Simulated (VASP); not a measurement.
# Ir4O: single point with PBE

Slab: Ir4O, a slab with vacuum.

```
Ir O
1.0
     2.73676    0.00000    0.00000
     0.00000    3.87036    0.00000
     0.00000    0.00000   19.45994
Ir O
4 1
Direct
  0.50000 0.50000 0.20555
  0.00000 0.00000 0.27587
  0.50000 0.50000 0.34543
  0.00000 0.00000 0.40904
  0.33333 0.00000 0.48722
```

* Program: VASP 6.6.1
* Task: single point
* Functional: PBE
* Potentials or basis: VASP PAW PBE potentials, release 64 (Ir, O)
* Cutoff: 520 eV
* k mesh: 10 × 7 × 1
* Occupations: gaussian, width 0.1 eV
* Spin: no spin polarisation
* Dipole correction: yes
* Further INCAR settings: ALGO = Normal; EDIFF = 1e-06; NBANDS = 29

```
Largest force          : 1.685 eV/Å
Band gap on the k mesh : zero (band 21 reaches -0.39 eV, above the bottom of band 22 at -1.43 eV)
```

Forces in eV/Å, atoms in the order of the input:
```
Ir  -0.040  0.000  0.851
Ir  -0.112  0.000 -1.526
Ir   0.349  0.000 -0.915
Ir  -1.320  0.000  1.047
O    1.124  0.000  0.543
```

Levels at points of the mesh, in eV from the Fermi level:
```csv
k point,band 18,band 19,band 20,band 21,band 22,band 23,band 24,band 25
"(0.00, 0.00, 0.00)",-1.65,-1.24,-0.81,-0.57,0.04,0.14,0.45,0.60
"(0.50, 0.00, 0.00)",-0.12,0.06,0.20,0.79,0.87,1.19,1.48,2.44
```

Wall time 2.4 min on 1 thread of AMD EPYC 9R45 96-Core Processor (Zen 5), with other jobs on the host, peak memory 0.33 GiB.

Caveat: spin-orbit coupling is left out, which moves the levels of the heavy elements.
